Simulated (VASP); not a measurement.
Write the native input for VASP 6.6.1 that does the following.

```
Task                   : single point
Functional             : PBE
Potentials or basis    : VASP PAW PBE potentials, release 64 (Ru_pv)
Cutoff                 : 520 eV
k mesh                 : 22 × 22 × 22
Occupations            : gaussian, width 0.15 eV
Spin                   : no spin polarisation
Dipole correction      : no
Further INCAR settings : ALGO = Fast; EDIFF = 1e-06; NBANDS = 13
```

The structure of Ru lies in POSCAR:

```
Ru
1.0
    0.0000000000      2.2232308861      1.3988568735
    2.2232308861      0.0000000000      1.3988568735
    2.2232308861      2.2232308861      0.0000000000
Ru
1
Direct
    0.0000000000      0.0000000000      0.0000000000
```

These files were run (other wordings do the same):

INCAR

```
PREC = Accurate
ENCUT = 520
EDIFF = 1E-6
ISMEAR = 0
SIGMA = 0.15
LREAL = F
LASPH = T
NELM = 80
ALGO = Fast
ISIF = 2
LWAVE = F
LCHARG = F
GGA = PE
NBANDS = 13
```

KPOINTS

```
regular mesh
0
Gamma
  22 22 22
```

Potentials or basis: VASP PAW PBE potentials, release 64 (Ru_pv).

Launch:

```console
$ cat potpaw_PBE.64/Ru_pv/POTCAR > POTCAR
$ mpirun -np 1 vasp_std > vasp.out
```

It gave:

```yaml
Pressure: 8.4 GPa
Band_gap_on_the_k_mesh: zero (bands 7 and 8 overlap by 3.67 eV)
```

Caveat: the cell stands under pressure.

Run time: 56 s on 1 thread of Intel(R) Xeon(R) 6975P-C (Granite Rapids), with other jobs on the host, peak memory 0.24 GiB.
